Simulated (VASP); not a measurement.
A run of VASP 6.6.1:

Contents of INCAR:

```
SYSTEM = FeO
PREC = Accurate
ENCUT = 520
EDIFF = 1E-7
ISMEAR = 0
SIGMA = 0.028000000000000004
LREAL = .False.
LASPH = .True.
NELM = 150
ALGO = Normal
ISIF = 2
LWAVE = .False.
LCHARG = .False.
ISPIN = 2
MAGMOM = 3 0
LORBIT = 11
LMAXMIX = 4
GGA = PE
NBANDS = 18
```

Contents of KPOINTS:

```
regular mesh
0
Gamma
  11 11 11
  0 0 0
```

POSCAR

```
FeO
1.0
    0.0000000000      2.1554000000      2.1554000000
    2.1554000000      0.0000000000      2.1554000000
    2.1554000000      2.1554000000      0.0000000000
Fe O
1 1
Direct
    0.0000000000      0.0000000000      0.0000000000
    0.5000000000      0.5000000000      0.5000000000
```

Potentials or basis: VASP PAW PBE potentials, release 64 (Fe, O).

Run with:

```console
$ cat potpaw_PBE.64/Fe/POTCAR potpaw_PBE.64/O/POTCAR > POTCAR
$ mpirun -np 1 vasp_std > vasp.out
```

Hardware: 1 thread of Intel Xeon 8259CL, on a shared host.

Task: Estimate the wall time of this run.

Result: It took 74 s on 1 thread of Intel Xeon 8259CL, with other jobs on the host, peak memory 0.17 GiB. Counts: scf iterations 17, k points 56.
